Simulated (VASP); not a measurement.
A run of VASP 6.6.1:

File INCAR:

```
SYSTEM = ZnS
  PREC = Accurate
  ENCUT = 520
  EDIFF = 1E-6
  ISMEAR = 0
  SIGMA = 0.05
  LREAL = .FALSE.
  LASPH = .TRUE.
  NELM = 80
  ALGO = Normal
  ISIF = 2
  LWAVE = .FALSE.
  LCHARG = .FALSE.
  GGA = PE
  NBANDS = 46
```

The input KPOINTS:

```
regular mesh
0
G
  6 6 6
  0 0 0
```

The input POSCAR:

```
ZnS
1.0
    5.4431279680      0.0000000000      0.0000000000
    0.0000000000     -5.4431279680      0.0000000000
    0.0000000000      0.0000000000     -5.4431279680
Zn S
4 4
Direct
    0.0341008940      0.0341008940      0.0000000000
    0.5000000000      0.5000000000      0.0000000000
    0.5000000000      0.0000000000      0.5000000000
    0.0000000000      0.5000000000      0.5000000000
    0.7500000000      0.7500000000      0.7500000000
    0.2500000000      0.2500000000      0.7500000000
    0.2500000000      0.7500000000      0.2500000000
    0.7500000000      0.2500000000      0.2500000000
```

Potentials or basis: VASP PAW PBE potentials, release 64 (Zn, S).

The run is started by

```bash
$ cat potpaw_PBE.64/Zn/POTCAR potpaw_PBE.64/S/POTCAR > POTCAR
$ mpirun -np 1 vasp_std > vasp.out
```

Hardware: 1 thread of Intel(R) Xeon(R) Platinum 8375C CPU @ 2.90GHz (Ice Lake), with other jobs on the host.

Question: How long does it take, and how much memory?

Answer: It took 5.5 min on 1 thread of Intel(R) Xeon(R) Platinum 8375C CPU @ 2.90GHz (Ice Lake), with other jobs on the host, peak memory 0.5 GiB. Counts: scf iterations 15, k points 68.
